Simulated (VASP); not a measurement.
# Ga (Cmce) in VASP: a series of runs, part 2 of 2

VASP 6.6.1.

## 6. Single point, PBE

File INCAR:

```
SYSTEM = Ga
  PREC = Accurate
  ENCUT = 520
  EDIFF = 1E-6
  ISMEAR = 1
  SIGMA = 0.3
  LREAL = .FALSE.
  LASPH = .TRUE.
  NELM = 100
  ALGO = Normal
  ISIF = 2
  LWAVE = .FALSE.
  LCHARG = .TRUE.
  GGA = PE
  LELF = .TRUE.
  LVHAR = .TRUE.
  NBANDS = 34
```

File KPOINTS:

```
regular mesh
0
G
  8 8 7
  0 0 0
```

File POSCAR:

```
Ga
1.0
    2.3107968683     -3.8729233244      0.0000000000
    2.3107968683      3.8729233244      0.0000000000
    0.0000000000      0.0000000000      4.5463111460
Ga
4
Direct
    0.8442122196      0.1557877804      0.0839449706
    0.6557877804      0.3442122196      0.5839449706
    0.1557877804      0.8442122196      0.9160550294
    0.3442122196      0.6557877804      0.4160550294
```

Potentials or basis: VASP PAW PBE potentials, release 64 (Ga_d).

Launch:

```console
> cat potpaw_PBE.64/Ga_d/POTCAR > POTCAR
> mpirun -np 1 vasp_std > vasp.out
```

OUTCAR:

```text
SYSTEM = Ga
   PREC = Accurate
   ENCUT = 520
   EDIFF = 1E-6
   ISMEAR = 1
   LREAL = .FALSE.
   LASPH = .TRUE.
   NELM = 100
   ISIF = 2
   GGA = PE

 ion  position               nearest neighbor table
   1  0.844  0.156  0.084-   3 2.53   2 2.70   2 2.70   4 2.76   4 2.76   3 2.84   3 2.84
   2  0.656  0.344  0.584-   4 2.53   1 2.70   1 2.70   3 2.76   3 2.76   4 2.84   4 2.84
   3  0.156  0.844  0.916-   1 2.53   4 2.70   4 2.70   2 2.76   2 2.76   1 2.84   1 2.84
   4  0.344  0.656  0.416-   2 2.53   3 2.70   3 2.70   1 2.76   1 2.76   2 2.84   2 2.84

  LATTYP: Found a base centered orthorhombic cell.
 ALAT       =     4.6215937366
 B/A-ratio  =     1.6760120189
 C/A-ratio  =     0.9837106862

  Lattice vectors:

 A1 = (   2.3107968683,  -3.8729233244,   0.0000000000)
 A2 = (   2.3107968683,   3.8729233244,   0.0000000000)
 A3 = (   0.0000000000,   0.0000000000,   4.5463111460)

Analysis of symmetry for initial positions (statically):
=====================================================================
 Subroutine PRICEL returns:
 Original cell was already a primitive cell.

 Routine SETGRP: Setting up the symmetry group for a
 base centered orthorhombic supercell.

 Subroutine GETGRP returns: Found  8 space group operations
 (whereof  4 operations were pure point group operations)
 out of a pool of  8 trial point group operations.

The static configuration has the point symmetry C_2h.
 The point group associated with its full space group is D_2h.

Analysis of symmetry for dynamics (positions and initial velocities):
=====================================================================
 Subroutine PRICEL returns:
 Original cell was already a primitive cell.

 Routine SETGRP: Setting up the symmetry group for a
 base centered orthorhombic supercell.

 Subroutine GETGRP returns: Found  8 space group operations
 (whereof  4 operations were pure point group operations)
 out of a pool of  8 trial point group operations.

The dynamic configuration has the point symmetry C_2h.
 The point group associated with its full space group is D_2h.

 Subroutine INISYM returns: Found  8 space group operations
 (whereof  4 operations are pure point group operations),
 and found     1 'primitive' translations

----------------------------------------------------------------------------------------

                                     Primitive cell

  volume of cell :      81.3748

  direct lattice vectors                    reciprocal lattice vectors
     2.310796868 -3.872923324  0.000000000     0.216375575 -0.129101446  0.000000000
     2.310796868  3.872923324  0.000000000     0.216375575  0.129101446  0.000000000
     0.000000000  0.000000000  4.546311146     0.000000000  0.000000000  0.219958548

  length of vectors
     4.509913219  4.509913219  4.546311146     0.251963435  0.251963435  0.219958548

  position of ions in fractional coordinates (direct lattice)
     0.844212220  0.155787780  0.083944971
     0.655787780  0.344212220  0.583944971
     0.155787780  0.844212220  0.916055029
     0.344212220  0.655787780  0.416055029

  ion indices of the primitive-cell ions
   primitive index   ion index
                 1           1
                 2           2
[... 26 lines left out ...]

 Found     84 irreducible k-points:

 Following reciprocal coordinates:
            Coordinates               Weight
  0.000000  0.000000  0.000000      1.000000
  0.125000  0.000000  0.000000      4.000000
  0.250000  0.000000  0.000000      4.000000
  0.375000 -0.000000  0.000000      4.000000
  0.500000  0.000000  0.000000      2.000000
  0.125000  0.125000  0.000000      2.000000
[... 16 lines left out ...]
  0.125000  0.000000  0.142857      8.000000
  0.250000  0.000000  0.142857      8.000000
 [... further k-points ...]
   k-points           NKPTS =     84   k-points in BZ     NKDIM =     84   number of bands    NBANDS=     34
   number of dos      NEDOS =    301   number of ions     NIONS =      4
   total plane-waves  NPLWV =  46656
   dimension x,y,z NGX =    36 NGY =   36 NGZ =   36
   dimension x,y,z NGXF=    72 NGYF=   72 NGZF=   72
   ions per type =               4
   NGX,Y,Z   is equivalent  to a cutoff of  13.27, 13.27, 13.16 a.u.
   NGXF,Y,Z  is equivalent  to a cutoff of  26.54, 26.54, 26.33 a.u.
 SYSTEM =  Ga
   PREC   = accura    normal or accurate (medium, high low for compatibility)
   ISTART =      0    job   : 0-new  1-cont  2-samecut
   ICHARG =      2    charge: 1-file 2-atom 10-const
   ISPIN  =      1    spin polarized calculation?
   LNONCOLLINEAR =      F non collinear calculations
   LSORBIT =      F    spin-orbit coupling
   LASPH  =      T    aspherical Exc in radial PAW
   ENCUT  =  520.0 eV  38.22 Ry    6.18 a.u.   8.39  8.39  8.45*2*pi/ulx,y,z
   NELM   =    100;   NELMIN=  2; NELMDL= -5     # of ELM steps
   EDIFF  = 0.1E-05   stopping-criterion for ELM
   LREAL  =      F    real-space projection
   EDIFFG = 0.1E-04   stopping-criterion for IOM
   NSW    =      0    number of steps for IOM
   IBRION =     -1    ionic relax: 0-MD 1-quasi-New 2-CG
   NFREE  =      0    steps in history (QN), initial steepest desc. (CG)
   ISIF   =      2    stress and relaxation
   ISYM   =      2    0-nonsym 1-usesym 2-fastsym
   POTIM  = 0.5000    time-step for ionic-motion
   TEBEG  =    0.0;   TEEND  =   0.0 temperature during run
   PSTRESS=    0.0 pullay stress
   NELECT =      52.0000    total number of electrons
   NUPDOWN=      -1.0000    fix difference up-down
   EMIN   =  10.00;   EMAX   =-10.00  energy-range for DOS
   EFERMI =   0.00;   METHOD = LEGACY
   ISMEAR =     1;   SIGMA  =   0.30  broadening in eV -4-tet -1-fermi 0-gaus
   EFERMI_NEDOS =   21; number of points for ismear=-14 and -15
   IALGO  =     38    algorithm
   IMIX   =      4    mixing-type and parameters
     AMIX     =   0.40;   BMIX     =  1.00
     AMIX_MAG =   1.60;   BMIX_MAG =  1.00
  volume/ion in A,a.u.               =      20.34       137.29
  Fermi-wavevector in a.u.,A,eV,Ry     =   1.410087  2.664679 27.053093  1.988346
  Thomas-Fermi vector in A             =   2.532077
   LORBIT       =      0    0 simple, 1 ext, 2 COOP (PROOUT), +10 PAW based schemes
   GGA     = PE    functional components
   LHFCALC =     F    Hartree Fock is set to
   AEXX    =    0.0000 exact exchange contribution
   IVDW    =     0    specifies the selected vdW correction
   LEPSILON=     F    determine dielectric tensor
   LRPA    =     F    only Hartree local field effects (RPA)
 non-spin polarized calculation
 Methfessel and Paxton  Order N= 1 SIGMA  =   0.30
  energy-cutoff  :      520.00
  volume of cell :       81.37
 maximum number of plane-waves:      2211
 NGX is ok and might be reduce to    36
   NGX = 17   NGY = 17   NGZ = 17

 number of electron      52.0000004 magnetization

 Free energy of the ion-electron system (eV)
  ---------------------------------------------------
  ext. energy  EPLUGINS =         0.00000000
  ---------------------------------------------------
  free energy    TOTEN  =       -11.62179291 eV

  energy without entropy =      -11.62387806  energy(sigma->0) =      -11.62248796

 E-fermi :   4.7124     XC(G=0): -10.4641

 val. band max:        4.6786227781   @ k =  -0.3750   0.2500   0.1429
 cond. band min:       4.7354921585   @ k =  -0.2500   0.2500   0.2857
 fundamental gap:      0.0568693804
 Fermi energy:         4.7123801798

 k-point     1 :       0.0000    0.0000    0.0000
  band No.  band energies     occupation
      1     -10.3871      2.00000
      2     -10.3865      2.00000
      3     -10.3640      2.00000
      4     -10.3447      2.00000
      5     -10.3151      2.00000
      6     -10.2986      2.00000
[... 877 lines left out ...]
     33      10.2933     -0.00000
     34      12.6322      0.00000

 [... further k-points ...]

------------------------ aborting loop because EDIFF is reached ----------------------------------------

  FORCE on cell =-STRESS in cart. coord.  units (eV):
  Direction    XX          YY          ZZ          XY          YZ          ZX
  --------------------------------------------------------------------------------------
  -------------------------------------------------------------------------------------
  Total        0.0212118      0.0745753      0.0329633      0.0000000      0.0000000      0.0000000
  in kB        0.4176361      1.4683029      0.6490105      0.0000000      0.0000000      0.0000000
  external PRESSURE =       0.8449832 kB  Pullay stress =       0.0000000 kB

 VOLUME and BASIS-vectors are now :
 -----------------------------------------------------------------------------
  energy-cutoff  :      520.00
  volume of cell :       81.37
      direct lattice vectors                 reciprocal lattice vectors
     2.310796868 -3.872923324  0.000000000     0.216375575 -0.129101446  0.000000000
     2.310796868  3.872923324  0.000000000     0.216375575  0.129101446  0.000000000
     0.000000000  0.000000000  4.546311146     0.000000000  0.000000000  0.219958548

 POSITION                                       TOTAL-FORCE (eV/Angst)
 -----------------------------------------------------------------------------------
      2.31080     -2.66622      0.38164         0.000000     -0.003478     -0.005457
      2.31080     -1.20671      2.65480         0.000000      0.003478     -0.005457
      2.31080      2.66622      4.16467         0.000000      0.003478      0.005457
      2.31080      1.20671      1.89152         0.000000     -0.003478      0.005457
 -----------------------------------------------------------------------------------
    total drift:                                0.000000      0.000000     -0.000000

  FREE ENERGIE OF THE ION-ELECTRON SYSTEM (eV)
  ---------------------------------------------------
  free  energy   TOTEN  =       -11.6217929144 eV

  energy  without entropy=      -11.6238780593  energy(sigma->0) =      -11.62248796
```

stdout:

```text
POSCAR found type information on POSCAR Ga
 POSCAR found :  1 types and       4 ions
 scaLAPACK will be used
 LDA part: xc-table for (Slater+PW92), standard interpolation
 POSCAR, INCAR and KPOINTS ok, starting setup
 FFT: planning ... GRIDC
 FFT: planning ... GRID_SOFT
 FFT: planning ... GRID
 WAVECAR not read
 entering main loop
```

It took 3.6 min on 1 thread of Intel Xeon 8259CL, shared host; peak memory 0.31 GiB.

What came out:

- Free energy: -11.6218 eV
- Pressure: 0.1 GPa
- Largest force: 0.006 eV/Å
- Band gap on the k mesh: zero (bands 26 and 27 overlap by 0.88 eV)

Forces on the atoms (eV/Å):
```
Ga   0.000 -0.003 -0.005
Ga   0.000  0.003 -0.005
Ga   0.000  0.003  0.005
Ga   0.000 -0.003  0.005
```

Stress tensor (GPa, compression positive):
```
0.04 0.00 0.00
0.00 0.15 0.00
0.00 0.00 0.06
```

Caveat: so wide a smearing shifts energies and pressures.

## 7. Single point, PBE

File INCAR:

```
PREC = Accurate
ENCUT = 520
EDIFF = 1E-6
ISMEAR = 1
SIGMA = 1.0
LREAL = F
LASPH = T
NELM = 100
ALGO = Normal
ISIF = 2
LWAVE = F
LCHARG = F
GGA = PE
NBANDS = 34
```

File KPOINTS:

```
regular mesh
0
Gamma
  8 8 7
```

POSCAR is that of step 6.

Launch:

```console
> cat potpaw_PBE.64/Ga_d/POTCAR > POTCAR
> mpirun -np 1 vasp_std > vasp.out
```

It took 3.6 min on 1 thread of Intel Xeon 8259CL, shared host; peak memory 0.31 GiB.

The run converged. Its results:

```yaml
Free_energy: -11.5798 eV
Pressure: 0.0 GPa
Largest_force: 0.047 eV/Å
Band_gap_on_the_k_mesh: zero (bands 26 and 27 overlap by 0.88 eV)
```

Forces on the atoms (eV/Å):
```
Ga   0.000  0.047  0.003
Ga   0.000 -0.047  0.003
Ga   0.000 -0.047 -0.003
Ga   0.000  0.047 -0.003
```

Stress tensor (GPa, compression positive):
```
 0.16  0.00  0.00
 0.00 -0.26  0.00
 0.00  0.00  0.03
```

Levels at points of the mesh, in eV from the Fermi level:
```
           k point  band 23  band 24  band 25  band 26  band 27  band 28  band 29  band 30
(0.00, 0.00, 0.00)    -3.55    -2.04    -1.70    -0.67     0.86     0.90     1.01     4.83
(0.50, 0.00, 0.00)    -3.42    -3.42    -1.21    -1.21     0.82     0.82     3.98     3.98
(0.50, 0.50, 0.00)    -4.32    -3.20    -1.62    -1.36     1.13     1.35     3.09     3.78
```

Caveat: so wide a smearing shifts energies and pressures.

## 8. Summary

```csv
k mesh,smearing,gap on the mesh (eV),pressure (GPa),largest force (eV/Å)
9 × 9 × 8,fermi-dirac 0.1 eV,none,0.1,0.02
11 × 11 × 9,fermi-dirac 0.1 eV,none,0.1,0.03
8 × 8 × 7,methfessel-paxton 0.03 eV,none,0.2,0.01
8 × 8 × 7,methfessel-paxton 0.1 eV,none,0.2,0.01
8 × 8 × 7,methfessel-paxton 0.3 eV,none,0.1,0.01
8 × 8 × 7,methfessel-paxton 1 eV,none,0.0,0.05
```

Alike in all rows: task single point; level PBE; potentials or basis VASP PAW PBE potentials, release 64 (Ga_d); no spin polarisation; cell as given; cutoff (eV) 520.

Caveats: so wide a smearing shifts energies and pressures (at least some runs).

Absolute energies hang on the potentials; compare differences alone.
